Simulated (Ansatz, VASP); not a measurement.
# One calculation of SiO2, two programs

INCAR

```
PREC = Accurate
ENCUT = 520
EDIFF = 1E-7
ISMEAR = 0
SIGMA = 0.01
LREAL = False
LASPH = True
NELM = 100
ALGO = Normal
ISIF = 2
LWAVE = False
LCHARG = True
GGA = PS
LELF = True
LVHAR = True
NBANDS = 25
```

The input KPOINTS:

```
Automatic mesh
0
Gamma
  6 6 6
```

The input POSCAR:

```
SiO2
1.0
   -2.3936711377      2.3936711377      3.7749435520
    2.3936711377     -2.3936711377      3.7749435520
    2.3936711377      2.3936711377     -3.7749435520
Si O
2 4
Direct
    0.0000000000      0.0000000000      0.0000000000
    0.7500000000      0.2500000000      0.5000000000
    0.9983800000      0.6250000000      0.8733800000
    0.3750000000      0.2483800000      0.3733800000
    0.7516200000      0.1250000000      0.1266200000
    0.8750000000      0.0016200000      0.6266200000
```

Input for Ansatz:

```yaml
crystal:
  lattice:
    - [-2.3936711377257702, 2.3936711377257702, 3.7749435520082915]
    - [2.3936711377257702, -2.3936711377257702, 3.7749435520082915]
    - [2.3936711377257702, 2.3936711377257702, -3.7749435520082915]
  atoms:
    - { symbol: Si, position: [0.0, 0.0, 0.0] }
    - { symbol: Si, position: [0.75, 0.25, 0.5] }
    - { symbol: O, position: [0.99838, 0.625, 0.87338] }
    - { symbol: O, position: [0.375, 0.24838, 0.37338] }
    - { symbol: O, position: [0.75162, 0.125, 0.12662] }
    - { symbol: O, position: [0.875, 0.00162, 0.62662] }
basis:
  ecutwfc: 420.0
kpoints:
  mp_grid:
    grid: [6, 6, 6]
hamiltonian:
  xc: pbesol
scf:
  occupations:
    method: fixed
output:
  stress: true
```

Alike in both runs: task single point; functional PBEsol; k mesh 6 × 6 × 6; no spin polarisation.

```csv
,VASP,Ansatz
version,VASP 6.6.1,Ansatz 0.2.0
potentials or method,"VASP PAW PBE potentials, release 64 (Si, O), cutoff 520 eV","plane waves, PAW"
occupations,"gaussian, width 0.01 eV",fixed
valence electrons in the cell,32,32
```

|  | VASP | Ansatz | Ansatz less VASP |
| --- | --- | --- | --- |
| pressure (GPa) | -2.4 | -2.9 | -0.50 |
| traceless stress, the component that is largest in VASP (GPa) | -1.37 | -1.44 | -0.065 |

VASP's potentials were made for PBE, not for PBEsol.
